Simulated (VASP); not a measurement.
# Se (Pm-3m) in VASP: a series of runs

Runs on Se. Level: BLYP. Tasks: single point.

Everything below comes from runs of VASP 6.6.1. Logs are shortened: lines on timing, memory, paths and dates and some standing lists are left out, and cuts for length are marked.

### Step 1. The cell of the first run

Symmetry: Pm-3m, No. 221, cubic system. Conventional cell: a = 2.909 Å, b = 2.909 Å, c = 2.909 Å, α = 90.00°, β = 90.00°, γ = 90.00°. Se (site symmetry m-3m) has 6 Se at 2.91 Å within 3.8 Å.

### Step 2. Single point, BLYP

File INCAR:

```
SYSTEM = Se
PREC = Accurate ; ENCUT = 520
EDIFF = 1E-6 ; ISMEAR = -1
SIGMA = 0.1 ; LREAL = .False.
LASPH = .True. ; NELM = 100
ALGO = Normal ; ISIF = 2
LWAVE = .False. ; LCHARG = .False.
GGA = B5 ; ALDAX = 1.0
AGGAX = 1.0 ; AGGAC = 1.0
ALDAC = 0.0 ; NBANDS = 9
```

File KPOINTS:

```
Automatic mesh
0
Gamma
  12 12 12
  0 0 0
```

File POSCAR:

```
Se
1.0
    2.9086586141      0.0000000000      0.0000000000
    0.0000000000      2.9086586141      0.0000000000
    0.0000000000      0.0000000000      2.9086586141
Se
1
Direct
    0.0000000000      0.0000000000      0.0000000000
```

Potentials or basis: VASP PAW PBE potentials, release 64 (Se).

Run with:

```console
$ cat potpaw_PBE.64/Se/POTCAR > POTCAR
$ mpirun -np 1 vasp_std > vasp.out
```

OUTCAR:

```text
SYSTEM = Se
   PREC = Accurate
   ENCUT = 520
   EDIFF = 1E-6
   ISMEAR = -1
   LREAL = .False.
   LASPH = .True.
   NELM = 100
   ISIF = 2
   GGA = B5

 ion  position               nearest neighbor table
   1  0.000  0.000  0.000-

  LATTYP: Found a simple cubic cell.
 ALAT       =     2.9086586141

  Lattice vectors:

 A1 = (   2.9086586141,   0.0000000000,   0.0000000000)
 A2 = (   0.0000000000,   2.9086586141,   0.0000000000)
 A3 = (   0.0000000000,   0.0000000000,   2.9086586141)

Analysis of symmetry for initial positions (statically):
=====================================================================
 Subroutine PRICEL returns:
 Original cell was already a primitive cell.

 Routine SETGRP: Setting up the symmetry group for a
 simple cubic supercell.

 Subroutine GETGRP returns: Found 48 space group operations
[... 9 lines left out ...]

 Routine SETGRP: Setting up the symmetry group for a
 simple cubic supercell.

 Subroutine GETGRP returns: Found 48 space group operations
[... 11 lines left out ...]
                                     Primitive cell

  volume of cell :      24.6081

  direct lattice vectors                    reciprocal lattice vectors
     2.908658614  0.000000000  0.000000000     0.343801089  0.000000000  0.000000000
     0.000000000  2.908658614  0.000000000     0.000000000  0.343801089  0.000000000
     0.000000000  0.000000000  2.908658614     0.000000000  0.000000000  0.343801089

  length of vectors
     2.908658614  2.908658614  2.908658614     0.343801089  0.343801089  0.343801089

  position of ions in fractional coordinates (direct lattice)
     0.000000000  0.000000000  0.000000000

  ion indices of the primitive-cell ions
   primitive index   ion index
                 1           1

----------------------------------------------------------------------------------------

 KPOINTS: Automatic mesh

Automatic generation of k-mesh.
 Grid dimensions read from file:
 generate k-points for:   12   12   12

 Generating k-lattice:

  Cartesian coordinates                     Fractional coordinates (reciprocal lattice)
     0.028650091  0.000000000  0.000000000     0.083333333  0.000000000  0.000000000
     0.000000000  0.028650091  0.000000000     0.000000000  0.083333333  0.000000000
     0.000000000  0.000000000  0.028650091     0.000000000  0.000000000  0.083333333

  Length of vectors
[... 54 lines left out ...]
   NELM   =    100;   NELMIN=  2; NELMDL= -5     # of ELM steps
   EDIFF  = 0.1E-05   stopping-criterion for ELM
   LREAL  =      F    real-space projection
   EDIFFG = 0.1E-04   stopping-criterion for IOM
   NSW    =      0    number of steps for IOM
   IBRION =     -1    ionic relax: 0-MD 1-quasi-New 2-CG
   NFREE  =      0    steps in history (QN), initial steepest desc. (CG)
   ISIF   =      2    stress and relaxation
   ISYM   =      2    0-nonsym 1-usesym 2-fastsym
   POTIM  = 0.5000    time-step for ionic-motion
   TEBEG  =    0.0;   TEEND  =   0.0 temperature during run
   PSTRESS=    0.0 pullay stress
   NELECT =       6.0000    total number of electrons
   NUPDOWN=      -1.0000    fix difference up-down
   EMIN   =  10.00;   EMAX   =-10.00  energy-range for DOS
   EFERMI =   0.00;   METHOD = LEGACY
   ISMEAR =    -1;   SIGMA  =   0.10  broadening in eV -4-tet -1-fermi 0-gaus
   EFERMI_NEDOS =   21; number of points for ismear=-14 and -15
   IALGO  =     38    algorithm
   IMIX   =      4    mixing-type and parameters
     AMIX     =   0.40;   BMIX     =  1.00
     AMIX_MAG =   1.60;   BMIX_MAG =  1.00
  volume/ion in A,a.u.               =      24.61       166.06
  Fermi-wavevector in a.u.,A,eV,Ry     =   1.022741  1.932701 14.231693  1.046000
  Thomas-Fermi vector in A             =   2.156437
   LORBIT       =      0    0 simple, 1 ext, 2 COOP (PROOUT), +10 PAW based schemes
   GGA     = B5    functional components
   LHFCALC =     F    Hartree Fock is set to
   AEXX    =    0.0000 exact exchange contribution
   IVDW    =     0    specifies the selected vdW correction
   LEPSILON=     F    determine dielectric tensor
   LRPA    =     F    only Hartree local field effects (RPA)
 non-spin polarized calculation
  energy-cutoff  :      520.00
  volume of cell :       24.61
 maximum number of plane-waves:       691
 NGX is ok and might be reduce to    24
   NGX = 11   NGY = 11   NGZ = 11

 number of electron       6.0000001 magnetization

 Free energy of the ion-electron system (eV)
  ---------------------------------------------------
  ext. energy  EPLUGINS =         0.00000000
  ---------------------------------------------------
  free energy    TOTEN  =        -2.76375623 eV

  energy without entropy =       -2.74397408  energy(sigma->0) =       -2.75386515

 E-fermi :   4.1063     XC(G=0):  -8.9193

 val. band max:        4.0852448746   @ k =   0.3333   0.1667   0.1667
 cond. band min:       4.1533307488   @ k =   0.4167   0.1667   0.0833
 fundamental gap:      0.0680858743
 Fermi energy:         4.1062916060

 k-point     1 :       0.0000    0.0000    0.0000
  band No.  band energies     occupation
      1     -11.2087      2.00000
      2       5.3337      0.00001
      3       5.3337      0.00001
      4       5.3337      0.00001
      5      11.8704      0.00000
      6      12.2039      0.00000
      7      12.2039      0.00000
      8      25.4702      0.00000
      9      25.4702      0.00000
[... 265 lines left out ...]
 k-point    24 :       0.4167    0.3333    0.0000
  band No.  band energies     occupation
      1      -8.4814      2.00000
      2      -0.4834      2.00000
      3       0.9152      2.00000
      4       7.1977      0.00000
      5       9.6729      0.00000
      6      15.8432      0.00000
      7      19.1672      0.00000
      8      20.4595      0.00000
      9      20.5657      0.00000

 [... further k-points ...]

------------------------ aborting loop because EDIFF is reached ----------------------------------------

  FORCE on cell =-STRESS in cart. coord.  units (eV):
  Direction    XX          YY          ZZ          XY          YZ          ZX
  --------------------------------------------------------------------------------------
  -------------------------------------------------------------------------------------
  Total        0.0324287      0.0324287      0.0324287      0.0000000     -0.0000000     -0.0000000
  in kB        2.1113558      2.1113558      2.1113558      0.0000000     -0.0000000     -0.0000000
  external PRESSURE =       2.1113558 kB  Pullay stress =       0.0000000 kB

 VOLUME and BASIS-vectors are now :
 -----------------------------------------------------------------------------
  energy-cutoff  :      520.00
  volume of cell :       24.61
      direct lattice vectors                 reciprocal lattice vectors
     2.908658614  0.000000000  0.000000000     0.343801089  0.000000000  0.000000000
     0.000000000  2.908658614  0.000000000     0.000000000  0.343801089  0.000000000
     0.000000000  0.000000000  2.908658614     0.000000000  0.000000000  0.343801089

 POSITION                                       TOTAL-FORCE (eV/Angst)
 -----------------------------------------------------------------------------------
      0.00000      0.00000      0.00000         0.000000      0.000000      0.000000
 -----------------------------------------------------------------------------------
    total drift:                               -0.000000      0.000000      0.000000

  FREE ENERGIE OF THE ION-ELECTRON SYSTEM (eV)
  ---------------------------------------------------
  free  energy   TOTEN  =        -2.7637562264 eV

  energy  without entropy=       -2.7439740820  energy(sigma->0) =       -2.75386515
```

OSZICAR:

```text
N       E                     dE             d eps       ncg     rms          rms(c)
DAV:   1     0.116261894805E+02    0.11626E+02   -0.27475E+03  1512   0.559E+02
DAV:   2    -0.239297799276E+01   -0.14019E+02   -0.13679E+02  2085   0.776E+01
DAV:   3    -0.275599838784E+01   -0.36302E+00   -0.35010E+00  1754   0.118E+01
DAV:   4    -0.275693404536E+01   -0.93566E-03   -0.93561E-03  2116   0.710E-01
DAV:   5    -0.275693503679E+01   -0.99143E-06   -0.99150E-06  1860   0.187E-02    0.288E+00
DAV:   6    -0.276076619812E+01   -0.38312E-02   -0.96167E-04  1801   0.218E-01    0.173E+00
DAV:   7    -0.276369198590E+01   -0.29258E-02   -0.23917E-03  1598   0.357E-01    0.497E-02
DAV:   8    -0.276375423235E+01   -0.62246E-04   -0.47480E-05  1780   0.605E-02    0.683E-03
DAV:   9    -0.276375601379E+01   -0.17814E-05   -0.17109E-06  1728   0.110E-02    0.138E-03
DAV:  10    -0.276375622636E+01   -0.21257E-06   -0.38259E-07  1223   0.336E-03
   1 F= -.27637562E+01 E0= -.27538652E+01  d E =-.197821E-01
```

stdout:

```text
POSCAR found type information on POSCAR Se
 POSCAR found :  1 types and       1 ions
 scaLAPACK will be used
 -----------------------------------------------------------------------------
|                                                                             |
|                                                                             |
|     You enforced a specific xc type in the INCAR file but a different       |
|     I HOPE YOU KNOW WHAT YOU ARE DOING!                                     |
|                                                                             |
 -----------------------------------------------------------------------------

 LDA part: xc-table for (Slater(with rela. corr.)+VWN5), standard interpolation
 POSCAR, INCAR and KPOINTS ok, starting setup
 FFT: planning ... GRIDC
 FFT: planning ... GRID_SOFT
 FFT: planning ... GRID
 WAVECAR not read
 entering main loop
```

Wall time 7.5 s (1 thread of Intel Xeon 6975P-C (Granite Rapids), shared host); peak memory 0.14 GiB.

What came out:

```yaml
Free_energy: -2.7638 eV
Pressure: 0.2 GPa
Band_gap_on_the_k_mesh: zero (band 3 reaches 6.52 eV, above the bottom of band 4 at 1.12 eV)
```

Caveat: the PAW data sets were made with another functional, which shifts forces and pressure a little.

### Step 3. Single point, BLYP (volume scaled by 1.04)

File INCAR:

```
SYSTEM = Se
  PREC = Accurate
  ENCUT = 520
  EDIFF = 1E-7
  ISMEAR = -1
  SIGMA = 0.1
  LREAL = .FALSE.
  LASPH = .TRUE.
  NELM = 60
  ALGO = Normal
  ISIF = 2
  LWAVE = .FALSE.
  LCHARG = .FALSE.
  GGA = B5
  ALDAX = 1.0
  AGGAX = 1.0
  AGGAC = 1.0
  ALDAC = 0.0
  NBANDS = 9
```

File KPOINTS:

```
Automatic mesh
0
G
  12 12 12
  0 0 0
```

File POSCAR:

```
Se
1.0
    2.9469348274      0.0000000000      0.0000000000
    0.0000000000      2.9469348274      0.0000000000
    0.0000000000      0.0000000000      2.9469348274
Se
1
Direct
    0.0000000000      0.0000000000      0.0000000000
```

Potentials or basis: VASP PAW PBE potentials, release 64 (Se).

Run with:

```console
$ cat potpaw_PBE.64/Se/POTCAR > POTCAR
$ mpirun -np 1 vasp_std > vasp.out
```

It took 8 s on 1 thread of Intel Xeon 6975P-C (Granite Rapids), shared host; peak memory 0.14 GiB.

It converged, with:

```
Free energy            : -2.7586 eV
Pressure               : -1.8 GPa
Band gap on the k mesh : zero (band 3 reaches 5.95 eV, above the bottom of band 4 at 0.83 eV)
```

Levels at points of the mesh, in eV from the Fermi level:
| k point | band 1 | band 2 | band 3 | band 4 | band 5 | band 6 |
| --- | --- | --- | --- | --- | --- | --- |
| (0.00, 0.00, 0.00) | -15.01 | 1.17 | 1.17 | 1.17 | 7.57 | 8.16 |
| (0.50, 0.00, 0.00) | -13.40 | -5.80 | 2.28 | 2.28 | 10.03 | 10.89 |
| (0.50, 0.50, 0.00) | -11.83 | -4.22 | -4.22 | 3.27 | 3.96 | 12.72 |
| (0.50, 0.50, 0.50) | -10.25 | -2.84 | -2.84 | -2.84 | 6.51 | 6.51 |

Caveat: the PAW data sets were made with another functional, which shifts forces and pressure a little.

(Continued in part 2 of 3.)
